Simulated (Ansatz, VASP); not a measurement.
# One calculation of MoS2, two programs

File INCAR:

```
SYSTEM = MoS2
PREC     = Accurate       ! precision mode
ENCUT    = 520            ! plane-wave cutoff, eV
EDIFF    = 1E-8           ! SCF threshold, eV
ISMEAR   = -1             ! smearing method
SIGMA    = 0.03           ! smearing width, eV
LREAL    = .False.        ! projectors in reciprocal space
LASPH    = .True.         ! aspherical terms in the spheres
NELM     = 80             ! most SCF steps
ALGO     = Normal         ! electronic algorithm
ISIF     = 2              ! what is computed and relaxed
LWAVE    = .False.        ! write WAVECAR
LCHARG   = .False.        ! write CHGCAR
GGA      = PE             ! functional
LEFG     = .True.       
NBANDS   = 35             ! bands
```

The input KPOINTS:

```
Automatic mesh
0
Gamma
  10 10 3
  0 0 0
```

File POSCAR:

```
MoS2
1.0
    3.0964732586      0.0000000000      0.0000000000
   -1.5482366293      2.6816245041      0.0000000000
    0.0000000000      0.0000000000     12.0440112067
Mo S
2 4
Direct
    0.3333333333      0.6666666667      0.2500000000
    0.6666666667      0.3333333333      0.7500000000
    0.3333333333      0.6666666667      0.6275000000
    0.6666666667      0.3333333333      0.1275000000
    0.3333333333      0.6666666667      0.8725000000
    0.6666666667      0.3333333333      0.3725000000
```

Input for Ansatz:

```yaml
crystal:
  lattice:
    - [3.0964732586, 0.0, 0.0]
    - [-1.5482366293, 2.6816245041, 0.0]
    - [0.0, 0.0, 12.0440112067]
  atoms:
    - { symbol: Mo, position: [0.3333333333, 0.6666666667, 0.25] }
    - { symbol: Mo, position: [0.6666666667, 0.3333333333, 0.75] }
    - { symbol: S, position: [0.3333333333, 0.6666666667, 0.6275] }
    - { symbol: S, position: [0.6666666667, 0.3333333333, 0.1275] }
    - { symbol: S, position: [0.3333333333, 0.6666666667, 0.8725] }
    - { symbol: S, position: [0.6666666667, 0.3333333333, 0.3725] }
kpoints:
  mp_grid: { grid: [10, 10, 3] }
scf:
  occupations: { method: fermi_dirac, width: 0.03 }
hamiltonian:
  xc: pbe
  pseudopotentials: { kind: all_electron, datasets: crystal }
output:
  forces: true
  stress: true
  eigenvalues: true
  efg: { contact_densities: true }
```

Change from the starting cell: volume scaled by 0.94, crystal datasets.

Alike in both runs: task electric field gradients; functional PBE; k mesh 10 × 10 × 3; occupations fermi-dirac, width 0.03 eV; no spin polarisation.

|  | VASP | Ansatz |
| --- | --- | --- |
| version | VASP 6.6.1 | Ansatz 0.2.0 |
| potentials or method | VASP PAW PBE potentials, release 64 (Mo_sv, S), cutoff 520 eV | all-electron PAW with datasets made for the crystal, scalar-relativistic |

Ansatz gave:

```
pressure (GPa)                                                : 21.2
traceless stress, the component that is largest in VASP (GPa) : 5.44
rms of the force components (eV/Å)                            : 1.169
size of Vzz on the site where it differs most (V/Å²)          : 97.8
```

Estimate VASP's values.

pressure (GPa): 21.0; traceless stress, the component that is largest in VASP (GPa): 5.37; rms of the force components (eV/Å): 1.156; size of Vzz on the site where it differs most (V/Å²): 101.0.

Atom by atom the forces differ by 0.013 eV/Å (rms over components). Ansatz ran all-electron here, and VASP with PAW potentials.
